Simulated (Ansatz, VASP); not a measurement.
**SnO2 in VASP and in Ansatz**

```
CELL_PARAMETERS angstrom
-2.06635 2.06635 4.69475
2.06635 -2.06635 4.69475
2.06635 2.06635 -4.69475
ATOMIC_POSITIONS crystal
Sn 0.75000 0.25000 0.50000
Sn 0.00000 0.00000 0.00000
O 0.78668 0.78668 0.00000
O 0.96332 0.46332 0.50000
O 0.21332 0.21332 0.00000
O 0.53668 0.03668 0.50000
```

Alike in both runs: functional LDA; k mesh 10 × 10 × 10; occupations gaussian, width 0.05 eV; no spin polarisation.

Ansatz relaxed the structure, and its values are those at the end. VASP's run is a single point on that final structure, the one shown.

```csv
,VASP,Ansatz
version,VASP 6.6.1,Ansatz 0.2.0
potentials or method,"VASP PAW LDA potentials, release 64 (Sn_d, O), cutoff 520 eV","scalar-relativistic, plane waves, PAW"
valence electrons in the cell,52,52
```

|  | VASP | Ansatz | Ansatz less VASP |
| --- | --- | --- | --- |
| gap on the k mesh at the Fermi level (eV) | 1.77 | 1.76 | -0.012 |
| least direct gap on the mesh (eV) | 2.39 | 2.37 | -0.017 |
| pressure (GPa) | -0.4 | -1.6 | -1.19 |
| rms of the force components (eV/Å) | 0.042 | 0.000 | -0.0422 |

Ansatz warns that its potentials were made for another functional, while VASP's fit it. LDA's correlation is that of Perdew and Zunger in VASP and of Perdew and Wang (1992) in Ansatz. Ansatz's warnings: stress scf threshold loose.
